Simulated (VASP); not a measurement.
A run of VASP 6.6.1:

Contents of INCAR:

```
PREC     = Accurate       # precision mode
ENCUT    = 520            # plane-wave cutoff, eV
EDIFF    = 1E-6           # SCF threshold, eV
ISMEAR   = 0              # smearing method
SIGMA    = 0.15           # smearing width, eV
LREAL    = False          # projectors in reciprocal space
LASPH    = True           # aspherical terms in the spheres
NELM     = 60             # most SCF steps
ALGO     = Fast           # electronic algorithm
ISIF     = 2              # what is computed and relaxed
LWAVE    = False          # write WAVECAR
LCHARG   = True           # write CHGCAR
GGA      = PS             # functional
LELF     = True           # ELF
LVHAR    = True         
NBANDS   = 13             # bands
```

File KPOINTS:

```
regular mesh
0
Gamma
  20 20 20
```

Contents of POSCAR:

```
Sn
1.0
   -2.1001278540      1.9001156775      1.9001156775
    1.9001156775     -2.1001278540      1.9001156775
    1.9001156775      1.9001156775     -2.1001278540
Sn
1
Direct
    0.0000000000      0.0000000000      0.0000000000
```

Potentials or basis: VASP PAW PBE potentials, release 64 (Sn_d).

Run with:

```bash
$ cat potpaw_PBE.64/Sn_d/POTCAR > POTCAR
$ mpirun -np 1 vasp_std > vasp.out
```

Hardware: 1 thread of Intel Xeon 8259CL (shared host).

Q: Estimate the wall time of this run.

A: Wall time 10 min on 1 thread of Intel Xeon 8259CL (shared host), peak memory 0.36 GiB. Counts: scf iterations 12, k points 781.
